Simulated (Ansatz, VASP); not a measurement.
## One calculation of MoS, two programs

Contents of POSCAR:

```
MoS
1.0
    2.9706444822      0.0000000000      0.0000000000
    0.0000000000      2.9706444822      0.0000000000
    0.0000000000      0.0000000000      2.9706444822
Mo S
1 1
Direct
    0.0000000000      0.0000000000      0.0000000000
    0.5000000000      0.5000000000      0.5000000000
```

Contents of INCAR.step1:

```
PREC = Accurate
ENCUT = 520
ISMEAR = 0
SIGMA = 0.1
LREAL = F
LASPH = T
NELM = 150
ISPIN = 2
MAGMOM = 3.5 0
LMAXMIX = 4
NBANDS = 21
GGA = PE
ALGO = Normal
EDIFF = 1E-4
LWAVE = T
LCHARG = F
```

Contents of INCAR.step2:

```
PREC = Accurate
ENCUT = 520
EDIFF = 1E-6
ISMEAR = 0
SIGMA = 0.1
LREAL = F
LASPH = T
NELM = 150
ALGO = Normal
ISIF = 2
LWAVE = F
LCHARG = T
ISPIN = 2
MAGMOM = 3.5 0
LORBIT = 11
LMAXMIX = 4
METAGGA = R2SCAN
LMIXTAU = T
LELF = T
LVHAR = T
NBANDS = 21
ISTART = 1
```

The input KPOINTS:

```
Automatic mesh
0
Gamma
  14 14 14
```

Input for Ansatz:

```yaml
crystal:
  lattice:
    - [2.9706444822, 0.0, 0.0]
    - [0.0, 2.9706444822, 0.0]
    - [0.0, 0.0, 2.9706444822]
  atoms:
    - { symbol: Mo, position: [0.0, 0.0, 0.0], spin: 3.5 }
    - { symbol: S, position: [0.5, 0.5, 0.5] }
basis:
  ecutwfc: 500
kpoints:
  mp_grid: { grid: [14, 14, 14] }
hamiltonian:
  xc: r2scan
scf:
  occupations: { method: gaussian, width: 0.1 }
  lower_state_search: "off"
output:
  forces: true
  stress: true
  eigenvalues: true
  populations: true
magnetization:
  spin_polarized: true
```

Alike in both runs: task single point; functional r2SCAN; k mesh 14 × 14 × 14; occupations gaussian, width 0.1 eV; collinear spin.

```csv
,VASP,Ansatz
version,VASP 6.6.1,Ansatz 0.2.0
potentials or method,"VASP PAW PBE potentials, release 64 (Mo_sv, S), cutoff 520 eV","scalar-relativistic, plane waves, PAW"
valence electrons in the cell,20,20
```

Ansatz gave:

```
gap on the k mesh at the Fermi level (eV) : none
pressure (GPa)                            : 6.8
net moment per atom (μB)                  : 0.00
```

Q: What did VASP give for the same quantities?

A: gap on the k mesh at the Fermi level (eV): none; pressure (GPa): 7.4; net moment per atom (μB): 0.00.

VASP's potentials were made for PBE, not for r2SCAN. A gap of «none» marks a metal or a gap that the smearing closes. The functional is the same, so the differences come from potentials, cutoffs and numerics. Ansatz's warnings: seeded moment not kept, stability check not made.
